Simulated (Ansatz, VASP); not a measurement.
**Two plane-wave programs on AlN**

INCAR

```
  ALGO = Normal
  EDIFF = 1E-7
  ENCUT = 520
  GGA = PE
  ISIF = 2
  ISMEAR = 0
  LASPH = T
  LCHARG = F
  LREAL = F
  LWAVE = F
  NBANDS = 11
  NELM = 80
  PREC = Accurate
  SIGMA = 0.05
```

File KPOINTS:

```
k-points
0
Gamma
  10 10 10
```

File POSCAR:

```
AlN
1.0
   -0.0356109352      1.9992996450      1.9992996450
    1.9992996450     -0.0356109352      1.9992996450
    2.0349105802      2.0349105802     -0.0712218703
Al N
1 1
Direct
    0.5000000000      0.5000000000      0.5000000000
    0.0000000000      0.0000000000      0.0000000000
```

Input for Ansatz:

```yaml
crystal:
  lattice:
    - [-0.0356109352, 1.999299645, 1.999299645]
    - [1.999299645, -0.0356109352, 1.999299645]
    - [2.0349105802, 2.0349105802, -0.0712218703]
  atoms:
    - { symbol: Al, position: [0.5, 0.5, 0.5] }
    - { symbol: "N", position: [0.0, 0.0, 0.0] }
basis:
  ecutwfc: 520.0
kpoints:
  mp_grid: { grid: [10, 10, 10] }
hamiltonian:
  xc: pbe
  pseudopotentials: { kind: paw, azcp: { folder: soft_1 } }
scf:
  occupations: { method: gaussian, width: 0.05 }
output:
  forces: true
  stress: true
  eigenvalues: true
  write_density: true
  write_potential: true
  elf: true
  volumetric_format: npy
```

Change from the starting cell: engineering shear strain xz -0.0350, engineering shear strain yz -0.0350.

Alike in both runs: task single point; functional PBE; k mesh 10 × 10 × 10; occupations gaussian, width 0.05 eV; no spin polarisation.

|  | VASP | Ansatz |
| --- | --- | --- |
| version | VASP 6.6.1 | Ansatz 0.2.0 |
| potentials or method | VASP PAW PBE potentials, release 64 (Al, N), cutoff 520 eV | scalar-relativistic, plane waves, PAW |
| valence electrons in the cell | 8 | 8 |

Ansatz gave:

```
gap on the k mesh at the Fermi level (eV)                     : 3.82
least direct gap on the mesh (eV)                             : 4.97
pressure (GPa)                                                : 0.3
traceless stress, the component that is largest in VASP (GPa) : 10.70
```

Question: What did VASP give for the same quantities?

Answer: gap on the k mesh at the Fermi level (eV): 3.81; least direct gap on the mesh (eV): 4.98; pressure (GPa): 0.2; traceless stress, the component that is largest in VASP (GPa): 10.70.
